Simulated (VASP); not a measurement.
Here is a VASP 6.6.1 calculation.

The input INCAR:

```
SYSTEM = CuO
ALGO     = Normal         ! electronic algorithm
EDIFF    = 1E-6           ! SCF threshold, eV
ENCUT    = 520            ! plane-wave cutoff, eV
GGA      = PE             ! functional
ISIF     = 2              ! what is computed and relaxed
ISMEAR   = 1              ! smearing method
LASPH    = .True.         ! aspherical terms in the spheres
LCHARG   = .False.        ! write CHGCAR
LREAL    = .False.        ! projectors in reciprocal space
LWAVE    = .False.        ! write WAVECAR
NBANDS   = 25             ! bands
NELM     = 100            ! most SCF steps
PREC     = Accurate       ! precision mode
SIGMA    = 0.1            ! smearing width, eV
```

File KPOINTS:

```
k-points
0
Gamma
  9 9 5
  0 0 0
```

File POSCAR:

```
CuO
1.0
    2.2166251604     -1.8148167433      0.0074432058
    2.2166251604      1.8148167433      0.0074432058
   -0.7884981854      0.0000000000      5.0361597837
Cu O
2 2
Direct
    0.0000000000      0.5000000000      0.0000000000
    0.5000000000      0.0000000000      0.5000000000
    0.5563637699      0.4436362301      0.2500000000
    0.4436362301      0.5563637699      0.7500000000
```

Potentials or basis: VASP PAW PBE potentials, release 64 (Cu, O).

Command:

```sh
$ cat potpaw_PBE.64/Cu/POTCAR potpaw_PBE.64/O/POTCAR > POTCAR
$ mpirun -np 1 vasp_std > vasp.out
```

(1) What does it give for the largest force?

(2) Estimate the pressure.

(3) Predict the band gap on the k mesh.

## Answers

(1) 0.044 eV/Å.

(2) 11.8 GPa.

(3) zero (bands 17 and 18 overlap by 0.67 eV).

Caveat: the cell stands under pressure; semilocal functionals often make such compounds metallic where correlation or magnetic order opens a gap, which also shifts bond lengths.
